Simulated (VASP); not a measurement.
A run of VASP 6.6.1 is set up as follows.

The input INCAR:

```
PREC = Accurate
ENCUT = 600
EDIFF = 1E-7
ISMEAR = -1
SIGMA = 0.05
LREAL = False
LASPH = True
NELM = 60
ALGO = Normal
ISIF = 3
LWAVE = False
LCHARG = False
GGA = PS
IBRION = 2
NSW = 60
EDIFFG = -0.005
```

File KPOINTS:

```
Automatic mesh
0
Gamma
  14 14 14
```

File POSCAR:

```
AlRu
1.0
    0.0000000000      2.5359338295      2.5359338295
    2.5359338295      0.0000000000      2.5359338295
    2.5359338295      2.5359338295      0.0000000000
Ru Al
1 1
Direct
    0.0000000000      0.0000000000      0.0000000000
    0.5000000000      0.5000000000      0.5000000000
```

Potentials or basis: VASP PAW PBE potentials, release 64 (Ru_pv, Al).

The run is started by

```console
$ cat potpaw_PBE.64/Ru_pv/POTCAR potpaw_PBE.64/Al/POTCAR > POTCAR
$ mpirun -np 1 vasp_std > vasp.out
```

**Question.** What does it give for the relaxed volume?

**Answer.** 14.99 Å³/atom.

**Question.** Estimate the band gap on the k mesh.

**Answer.** Zero (an odd number of electrons rules out a gap without spin polarisation).

**Question.** Predict the space group after relaxing (to 0.1 Å).

**Answer.** Fm-3m (No. 225).

**Question.** Predict the relaxed cell.

**Answer.** a = 3.487 Å, b = 3.487 Å, c = 3.487 Å, α = 60.00°, β = 60.00°, γ = 60.00°.

Step by step:
```
step  energy change (eV)  largest force (eV/Å)  pressure (GPa)  volume (Å³)
   1              0.0000                0.0000          -11.00        32.62
   2              0.0092                0.0000           15.42        27.61
   3             -0.0971                0.0000           -0.19        30.03
   4             -0.0971                0.0000            0.07        29.98
   5             -0.0971                0.0000           -0.07        30.00
   6             -0.0971                0.0000            0.01        29.99
```

Caveat: the PAW data sets were made with another functional, which shifts forces and pressure a little.
